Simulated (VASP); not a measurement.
# B in VASP: further runs

Runs on B. Level: PBE. Tasks: single point, relaxation of cell and atoms.

Program: VASP 6.6.1. These are calculated values, not measurements. Logs are shortened: lines on timing, memory, paths and dates and some standing lists are left out, and cuts for length are marked.

### Step 1. The cell of the first run

The typed cell holds 3 atoms: a = 2.693 Å, b = 2.693 Å, c = 2.702 Å, α = 90.00°, β = 90.00°, γ = 90.00°.

The cell was generated, and may not be a known phase.

### Step 2. Single point, PBE

File INCAR:

```
SYSTEM = B
ALGO = Normal
EDIFF = 1E-6
ENCUT = 520
GGA = PE
ISIF = 2
ISMEAR = 0
LASPH = .True.
LCHARG = .False.
LREAL = .False.
LWAVE = .False.
NBANDS = 12
NELM = 100
PREC = Accurate
SIGMA = 0.1
```

File KPOINTS:

```
k-points
0
Gamma
  8 8 6
  0 0 0
```

File POSCAR:

```
B
1.0
    2.6929953255      0.0000000000      0.0000000000
    0.0000000000      2.6929953255      0.0000000000
    0.0000000000      0.0000000000      2.7024770822
B
3
Direct
    0.0000000000      0.5000000000      0.5000000000
    0.5000000000      0.0000000000      0.5000000000
    0.5000000000      0.5000000000      0.0000000000
```

Potentials or basis: VASP PAW PBE potentials, release 64 (B).

Run with:

```sh
$ cat potpaw_PBE.64/B/POTCAR > POTCAR
$ mpirun -np 1 vasp_std > vasp.out
```

OUTCAR:

```text
SYSTEM = B
   EDIFF = 1E-6
   ENCUT = 520
   GGA = PE
   ISIF = 2
   ISMEAR = 0
   LASPH = .True.
   LREAL = .False.
   NELM = 100
   PREC = Accurate

 ion  position               nearest neighbor table
   1  0.000  0.500  0.500-   2 1.90   2 1.90   2 1.90   2 1.90   3 1.91   3 1.91   3 1.91   3 1.91

   2  0.500  0.000  0.500-   1 1.90   1 1.90   1 1.90   1 1.90   3 1.91   3 1.91   3 1.91   3 1.91

   3  0.500  0.500  0.000-   1 1.91   2 1.91   1 1.91   2 1.91   2 1.91   2 1.91   1 1.91   1 1.91

  LATTYP: Found a simple tetragonal cell.
 ALAT       =     2.6929953255
 C/A-ratio  =     1.0035208961

  Lattice vectors:

 A1 = (   2.6929953255,   0.0000000000,   0.0000000000)
 A2 = (   0.0000000000,   2.6929953255,   0.0000000000)
 A3 = (   0.0000000000,   0.0000000000,   2.7024770822)

Analysis of symmetry for initial positions (statically):
=====================================================================
 Subroutine PRICEL returns:
 Original cell was already a primitive cell.

 Routine SETGRP: Setting up the symmetry group for a
 simple tetragonal supercell.

 Subroutine GETGRP returns: Found 16 space group operations
 (whereof 16 operations were pure point group operations)
 out of a pool of 16 trial point group operations.

The static configuration has the point symmetry D_4h.

Analysis of symmetry for dynamics (positions and initial velocities):
=====================================================================
 Subroutine PRICEL returns:
 Original cell was already a primitive cell.

 Routine SETGRP: Setting up the symmetry group for a
 simple tetragonal supercell.

 Subroutine GETGRP returns: Found 16 space group operations
 (whereof 16 operations were pure point group operations)
 out of a pool of 16 trial point group operations.

The dynamic configuration has the point symmetry D_4h.

 Subroutine INISYM returns: Found 16 space group operations
 (whereof 16 operations are pure point group operations),
 and found     1 'primitive' translations

----------------------------------------------------------------------------------------

                                     Primitive cell

  volume of cell :      19.5990

  direct lattice vectors                    reciprocal lattice vectors
     2.692995326  0.000000000  0.000000000     0.371333730  0.000000000  0.000000000
     0.000000000  2.692995326  0.000000000     0.000000000  0.371333730  0.000000000
     0.000000000  0.000000000  2.702477082     0.000000000  0.000000000  0.370030890

  length of vectors
     2.692995326  2.692995326  2.702477082     0.371333730  0.371333730  0.370030890

  position of ions in fractional coordinates (direct lattice)
     0.000000000  0.500000000  0.500000000
     0.500000000  0.000000000  0.500000000
     0.500000000  0.500000000  0.000000000

  ion indices of the primitive-cell ions
   primitive index   ion index
                 1           1
                 2           2
                 3           3

----------------------------------------------------------------------------------------

 KPOINTS: k-points

Automatic generation of k-mesh.
 Grid dimensions read from file:
 generate k-points for:    8    8    6

 Generating k-lattice:

  Cartesian coordinates                     Fractional coordinates (reciprocal lattice)
     0.046416716  0.000000000  0.000000000     0.125000000  0.000000000  0.000000000
     0.000000000  0.046416716  0.000000000     0.000000000  0.125000000  0.000000000
     0.000000000  0.000000000  0.061671815     0.000000000  0.000000000  0.166666667

  Length of vectors
     0.046416716  0.046416716  0.061671815

  Shift w.r.t. Gamma in fractional coordinates (k-lattice)
     0.000000000  0.000000000  0.000000000

 Subroutine IBZKPT returns following result:
 ===========================================

 Found     60 irreducible k-points:

 Following reciprocal coordinates:
            Coordinates               Weight
  0.000000  0.000000  0.000000      1.000000
  0.125000  0.000000  0.000000      4.000000
  0.250000  0.000000  0.000000      4.000000
  0.375000  0.000000  0.000000      4.000000
  0.500000  0.000000  0.000000      2.000000
  0.125000  0.125000  0.000000      4.000000
[... 16 lines left out ...]
  0.375000  0.125000  0.166667     16.000000
  0.500000  0.125000  0.166667      8.000000
 [... further k-points ...]
   k-points           NKPTS =     60   k-points in BZ     NKDIM =     60   number of bands    NBANDS=     12
   number of dos      NEDOS =    301   number of ions     NIONS =      3
   total plane-waves  NPLWV =   8000
   dimension x,y,z NGX =    20 NGY =   20 NGZ =   20
   dimension x,y,z NGXF=    40 NGYF=   40 NGZF=   40
   ions per type =               3
   NGX,Y,Z   is equivalent  to a cutoff of  12.35, 12.35, 12.30 a.u.
   NGXF,Y,Z  is equivalent  to a cutoff of  24.69, 24.69, 24.61 a.u.
 SYSTEM =  B
   PREC   = accura    normal or accurate (medium, high low for compatibility)
   ISTART =      0    job   : 0-new  1-cont  2-samecut
   ICHARG =      2    charge: 1-file 2-atom 10-const
   ISPIN  =      1    spin polarized calculation?
   LNONCOLLINEAR =      F non collinear calculations
   LSORBIT =      F    spin-orbit coupling
   LASPH  =      T    aspherical Exc in radial PAW
   ENCUT  =  520.0 eV  38.22 Ry    6.18 a.u.   5.01  5.01  5.02*2*pi/ulx,y,z
   NELM   =    100;   NELMIN=  2; NELMDL= -5     # of ELM steps
   EDIFF  = 0.1E-05   stopping-criterion for ELM
   LREAL  =      F    real-space projection
   EDIFFG = 0.1E-04   stopping-criterion for IOM
   NSW    =      0    number of steps for IOM
   IBRION =     -1    ionic relax: 0-MD 1-quasi-New 2-CG
   NFREE  =      0    steps in history (QN), initial steepest desc. (CG)
   ISIF   =      2    stress and relaxation
   ISYM   =      2    0-nonsym 1-usesym 2-fastsym
   POTIM  = 0.5000    time-step for ionic-motion
   TEBEG  =    0.0;   TEEND  =   0.0 temperature during run
   PSTRESS=    0.0 pullay stress
   NELECT =       9.0000    total number of electrons
   NUPDOWN=      -1.0000    fix difference up-down
   EMIN   =  10.00;   EMAX   =-10.00  energy-range for DOS
   EFERMI =   0.00;   METHOD = LEGACY
   ISMEAR =     0;   SIGMA  =   0.10  broadening in eV -4-tet -1-fermi 0-gaus
   EFERMI_NEDOS =   21; number of points for ismear=-14 and -15
   IALGO  =     38    algorithm
   IMIX   =      4    mixing-type and parameters
     AMIX     =   0.40;   BMIX     =  1.00
     AMIX_MAG =   1.60;   BMIX_MAG =  1.00
  volume/ion in A,a.u.               =       6.53        44.09
  Fermi-wavevector in a.u.,A,eV,Ry     =   1.263023  2.386767 21.704383  1.595227
  Thomas-Fermi vector in A             =   2.396401
   LORBIT       =      0    0 simple, 1 ext, 2 COOP (PROOUT), +10 PAW based schemes
   GGA     = PE    functional components
   LHFCALC =     F    Hartree Fock is set to
   AEXX    =    0.0000 exact exchange contribution
   IVDW    =     0    specifies the selected vdW correction
   LEPSILON=     F    determine dielectric tensor
   LRPA    =     F    only Hartree local field effects (RPA)
 non-spin polarized calculation
 Gauss-broadening in eV      SIGMA  =   0.10
  energy-cutoff  :      520.00
  volume of cell :       19.60
 maximum number of plane-waves:       552
   NGX = 11   NGY = 11   NGZ = 11

 number of electron       9.0000000 magnetization

 Free energy of the ion-electron system (eV)
  ---------------------------------------------------
  ext. energy  EPLUGINS =         0.00000000
  ---------------------------------------------------
  free energy    TOTEN  =       -17.77292386 eV

  energy without entropy =      -17.77113446  energy(sigma->0) =      -17.77202916

 E-fermi :   7.8511     XC(G=0): -12.3596

 val. band max:        7.7391309774   @ k =   0.5000   0.2500   0.5000
 cond. band min:       7.8576843195   @ k =   0.5000   0.3750   0.1667
 fundamental gap:      0.1185533422
 Fermi energy:         7.8510886388

 k-point     1 :       0.0000    0.0000    0.0000
  band No.  band energies     occupation
      1      -9.0440      2.00000
      2       4.1197      2.00000
      3       4.2137      2.00000
      4       4.2137      2.00000
      5      12.0207      0.00000
      6      12.1441      0.00000
      7      14.4194      0.00000
      8      17.8166      0.00000
      9      17.8193      0.00000
     10      17.8193      0.00000
     11      22.9000      0.00000
     12      22.9291      0.00000

 k-point     2 :       0.1250    0.0000    0.0000
  band No.  band energies     occupation
      1      -8.7954      2.00000
      2       2.7364      2.00000
      3       4.3907      2.00000
      4       4.4847      2.00000
      5      12.0165      0.00000
      6      12.8569      0.00000
      7      15.7728      0.00000
      8      17.0421      0.00000
      9      17.0712      0.00000
     10      17.7174      0.00000
     11      22.0930      0.00000
     12      22.0998      0.00000

 k-point     3 :       0.2500    0.0000    0.0000
  band No.  band energies     occupation
      1      -8.0560      2.00000
      2       0.0562      2.00000
      3       5.1754      2.00000
      4       5.2696      2.00000
      5      11.9426      0.00000
      6      13.4209      0.00000
      7      14.8758      0.00000
      8      14.9398      0.00000
      9      17.4898      0.00000
     10      19.6031      0.00000
     11      21.5848      0.00000
     12      21.6112      0.00000
[... 286 lines left out ...]
 k-point    23 :       0.3750    0.1250    0.1667
  band No.  band energies     occupation
      1      -6.2137      2.00000
      2      -1.8085      2.00000
      3       4.0599      2.00000
      4       5.3946      2.00000
      5       8.7967      0.00000
      6      11.2111      0.00000
      7      16.7094      0.00000
      8      17.2077      0.00000
      9      17.2722      0.00000
     10      18.9213      0.00000
     11      22.1892      0.00000
     12      22.6752      0.00000

 k-point    24 :       0.5000    0.1250    0.1667
  band No.  band energies     occupation
      1      -5.1826      2.00000
      2      -3.3043      2.00000
      3       4.7188      2.00000
      4       6.8098      2.00000
      5       6.9435      2.00000
      6      10.2529      0.00000
      7      17.0606      0.00000
      8      17.2806      0.00000
      9      17.6069      0.00000
     10      18.6418      0.00000
     11      22.1337      0.00000
     12      22.3115      0.00000

 [... further k-points ...]

------------------------ aborting loop because EDIFF is reached ----------------------------------------

  FORCE on cell =-STRESS in cart. coord.  units (eV):
  Direction    XX          YY          ZZ          XY          YZ          ZX
  --------------------------------------------------------------------------------------
  -------------------------------------------------------------------------------------
  Total        0.0045059      0.0045059     -0.0041310      0.0000000     -0.0000000      0.0000000
  in kB        0.3683492      0.3683492     -0.3376990      0.0000000     -0.0000000      0.0000000
  external PRESSURE =       0.1329998 kB  Pullay stress =       0.0000000 kB

 VOLUME and BASIS-vectors are now :
 -----------------------------------------------------------------------------
  energy-cutoff  :      520.00
  volume of cell :       19.60
      direct lattice vectors                 reciprocal lattice vectors
     2.692995326  0.000000000  0.000000000     0.371333730  0.000000000  0.000000000
     0.000000000  2.692995326  0.000000000     0.000000000  0.371333730  0.000000000
     0.000000000  0.000000000  2.702477082     0.000000000  0.000000000  0.370030890

 POSITION                                       TOTAL-FORCE (eV/Angst)
 -----------------------------------------------------------------------------------
      0.00000      1.34650      1.35124         0.000000      0.000000      0.000000
      1.34650      0.00000      1.35124         0.000000      0.000000      0.000000
      1.34650      1.34650      0.00000         0.000000      0.000000      0.000000
 -----------------------------------------------------------------------------------
    total drift:                                0.000000      0.000000      0.000000

  FREE ENERGIE OF THE ION-ELECTRON SYSTEM (eV)
  ---------------------------------------------------
  free  energy   TOTEN  =       -17.7729238645 eV

  energy  without entropy=      -17.7711344621  energy(sigma->0) =      -17.77202916
```

Run time: 22 s. Hardware: 1 thread of Intel Xeon 8259CL, shared host; peak memory 0.09 GiB.

What came out:

```yaml
Free_energy: -17.7729 eV
Pressure: 0.0 GPa
Band_gap_on_the_k_mesh: zero (an odd number of electrons rules out a gap without spin polarisation)
```

Levels at points of the mesh, in eV from the Fermi level:
```tsv
k point	band 1	band 2	band 3	band 4	band 5	band 6	band 7	band 8	band 9
(0.00, 0.00, 0.00)	-16.90	-3.73	-3.64	-3.64	4.17	4.29	6.57	9.97	9.97
(0.50, 0.00, 0.00)	-13.64	-11.89	-0.76	-0.67	3.39	3.47	3.98	6.08	9.36
(0.50, 0.50, 0.00)	-11.09	-8.08	-8.08	-7.19	3.32	4.71	4.71	9.89	11.13
(0.00, 0.00, 0.50)	-13.67	-11.91	-0.71	-0.71	3.45	3.45	4.05	6.10	9.41
(0.50, 0.00, 0.50)	-11.11	-8.12	-8.11	-7.19	3.39	4.75	4.76	10.01	11.23
(0.50, 0.50, 0.50)	-9.66	-5.49	-5.46	-5.46	-2.60	-2.60	-2.60	4.89	17.16
```

Caveat: the k points lie up to 0.39 Å⁻¹ apart, too coarse for converged energies and pressures of a metal; an odd number of electrons without spin polarisation forces a metal; a magnetic or distorted state may lie lower.

### Step 3. Single point, PBE

This run uses another cell than the first one: it holds 6 atoms, not 3.

File INCAR:

```
SYSTEM = B
PREC = Accurate
ENCUT = 520
EDIFF = 1E-6
ISMEAR = 0
SIGMA = 0.2
LREAL = .False.
LASPH = .True.
NELM = 80
ALGO = Normal
ISIF = 2
LWAVE = .False.
LCHARG = .True.
GGA = PE
LELF = .True.
LVHAR = .True.
NBANDS = 18
```

File KPOINTS:

```
Automatic mesh
0
Gamma
  8 8 4
  0 0 0
```

File POSCAR:

```
B
1.0
    0.0000000000      2.6961559110      0.0000000000
    0.0000000000      0.0000000000      2.6961559110
    5.3923118220      0.0000000000      0.0000000000
B
6
Direct
    0.5000000000      0.5000000000      0.0000000000
    0.5000000000      0.5000000000      0.5000000000
    0.0000000000      0.5000000000      0.2500000000
    0.0000000000      0.5000000000      0.7500000000
    0.5000000000      0.0000000000      0.2500000000
    0.5000000000      0.0000000000      0.7500000000
```

Potentials or basis: VASP PAW PBE potentials, release 64 (B).

Run with:

```sh
$ cat potpaw_PBE.64/B/POTCAR > POTCAR
$ mpirun -np 1 vasp_std > vasp.out
```

Wall time 53 s (1 thread of Intel Xeon 8259CL, shared host); peak memory 0.12 GiB.

It converged, with:

```
Free energy            : -35.5624 eV
Pressure               : -0.6 GPa
Band gap on the k mesh : zero (bands 9 and 10 overlap by 6.72 eV)
```

Levels at points of the mesh, in eV from the Fermi level:
```csv
k point,band 6,band 7,band 8,band 9,band 10,band 11,band 12,band 13
"(0.00, 0.00, 0.00)",-3.59,-0.63,-0.63,3.52,3.52,4.08,4.31,4.31
"(0.50, 0.00, 0.00)",-7.11,-0.63,-0.63,3.45,3.52,3.52,4.08,4.82
"(0.50, 0.50, 0.00)",-5.40,-5.40,-5.40,-2.52,-2.52,-2.52,3.45,4.82
"(0.00, 0.00, 0.50)",-2.54,-2.54,-2.54,4.20,4.20,5.65,5.65,7.13
"(0.50, 0.00, 0.50)",-4.60,-2.47,-2.47,0.55,0.55,4.10,4.10,8.75
"(0.50, 0.50, 0.50)",-7.13,-6.37,-6.37,-0.04,-0.04,0.91,0.91,0.91
```

### Step 4. Single point, PBE

File INCAR:

```
SYSTEM = B
PREC     = Accurate       ! precision mode
ENCUT    = 520            ! plane-wave cutoff, eV
EDIFF    = 1E-6           ! SCF threshold, eV
ISMEAR   = 0              ! smearing method
SIGMA    = 0.1            ! smearing width, eV
LREAL    = .FALSE.        ! projectors in reciprocal space
LASPH    = .TRUE.         ! aspherical terms in the spheres
NELM     = 60             ! most SCF steps
ALGO     = Normal         ! electronic algorithm
ISIF     = 2              ! what is computed and relaxed
LWAVE    = .FALSE.        ! write WAVECAR
LCHARG   = .FALSE.        ! write CHGCAR
GGA      = PE             ! functional
NBANDS   = 12             ! bands
```

File KPOINTS:

```
Automatic mesh
0
G
  18 18 18
  0 0 0
```

File POSCAR:

```
B
1.0
    2.6961559110      0.0000000000      0.0000000000
    0.0000000000      2.6961559110      0.0000000000
    0.0000000000      0.0000000000      2.6961559110
B
3
Direct
    0.0000000000      0.5000000000      0.5000000000
    0.5000000000      0.0000000000      0.5000000000
    0.5000000000      0.5000000000      0.0000000000
```

Run with:

```sh
$ cat potpaw_PBE.64/B/POTCAR > POTCAR
$ mpirun -np 1 vasp_std > vasp.out
```

Wall time 70 s (1 thread of Intel Xeon 8259CL, shared host); peak memory 0.12 GiB.

It converged, with:

| Quantity | Value |
| --- | --- |
| Free energy | -17.7743 eV |
| Pressure | 0.0 GPa |
| Band gap on the k mesh | zero (an odd number of electrons rules out a gap without spin polarisation) |

Levels at points of the mesh, in eV from the Fermi level:
| k point | band 2 | band 3 | band 4 | band 5 | band 6 | band 7 |
| --- | --- | --- | --- | --- | --- | --- |
| (0.00, 0.00, 0.00) | -3.65 | -3.65 | -3.65 | 4.25 | 4.25 | 6.58 |
| (0.50, 0.00, 0.00) | -11.88 | -0.70 | -0.70 | 3.45 | 3.45 | 4.02 |
| (0.50, 0.50, 0.00) | -8.09 | -8.09 | -7.18 | 3.39 | 4.75 | 4.75 |
| (0.50, 0.50, 0.50) | -5.46 | -5.46 | -5.46 | -2.58 | -2.58 | -2.58 |

Caveat: an odd number of electrons without spin polarisation forces a metal; a magnetic or distorted state may lie lower.

### Step 5. Relaxation of cell and atoms, PBE

File INCAR:

```
SYSTEM = B
PREC = Accurate
ENCUT = 600
EDIFF = 1E-7
ISMEAR = 0
SIGMA = 0.1
LREAL = .False.
LASPH = .True.
NELM = 100
ALGO = Normal
ISIF = 3
LWAVE = .False.
LCHARG = .False.
GGA = PE
IBRION = 2
NSW = 100
EDIFFG = -0.01
```

File KPOINTS:

```
Automatic mesh
0
Gamma
  18 18 18
  0 0 0
```

POSCAR is that of step 4.

Run with:

```sh
$ cat potpaw_PBE.64/B/POTCAR > POTCAR
$ mpirun -np 1 vasp_std > vasp.out
```

Run time: 75 s. Hardware: 1 thread of Intel Xeon 8259CL, shared host; peak memory 0.13 GiB.

The run converged. Its results:

```
Free energy             : -17.7779 eV
Pressure after relaxing : 0.0 GPa
Band gap on the k mesh  : zero (an odd number of electrons rules out a gap without spin polarisation)
```

Final structure:
```
B
1.0
     2.69616    0.00000    0.00000
     0.00000    2.69616    0.00000
     0.00000    0.00000    2.69616
B
3
Direct
  0.00000 0.50000 0.50000
  0.50000 0.00000 0.50000
  0.50000 0.50000 0.00000
```

Levels at points of the mesh, in eV from the Fermi level:
```tsv
k point	band 1	band 2	band 3	band 4	band 5	band 6	band 7	band 8
(0.00, 0.00, 0.00)	-16.88	-3.65	-3.65	-3.65	4.25	4.25	6.58	9.98
(0.50, 0.00, 0.00)	-13.64	-11.88	-0.70	-0.70	3.45	3.45	4.02	6.10
(0.50, 0.50, 0.00)	-11.09	-8.09	-8.09	-7.18	3.39	4.75	4.75	9.99
(0.50, 0.50, 0.50)	-9.64	-5.46	-5.46	-5.46	-2.58	-2.58	-2.58	4.90
```

Caveat: the relaxation stopped at its first step, so nothing moved; an odd number of electrons without spin polarisation forces a metal; a magnetic or distorted state may lie lower.

### Step 6. Overview

```csv
task,cell,k mesh,cutoff (eV),smearing,gap on the mesh (eV),pressure (GPa)
single point,"a = 2.693, b = 2.693, c = 2.702 Å, 3 atoms, atomic positions A",8 × 8 × 6,520,gaussian 0.1 eV,none,0.0
single point,"a = 2.696, b = 2.696, c = 5.392 Å, 6 atoms, atomic positions B",8 × 8 × 4,520,gaussian 0.2 eV,none,-0.6
single point,"a = 2.696 Å, 3 atoms, atomic positions A",18 × 18 × 18,520,gaussian 0.1 eV,none,0.0
relaxation of cell and atoms,"relaxed from a = 2.696 Å, 3 atoms, atomic positions A",18 × 18 × 18,600,gaussian 0.1 eV,none,0.0
```

Alike in all rows: level PBE; potentials or basis VASP PAW PBE potentials, release 64 (B); no spin polarisation.

Caveats: some runs use coarse meshes; an odd number of electrons without spin polarisation forces a metal (at least some runs); a magnetic or distorted state may lie lower (at least some runs); the relaxation stopped at its first step, so nothing moved (at least some runs).

Absolute energies hang on the potentials; compare differences alone.

The gap in the log of VASP goes by the Fermi energy; the results here count the filled bands.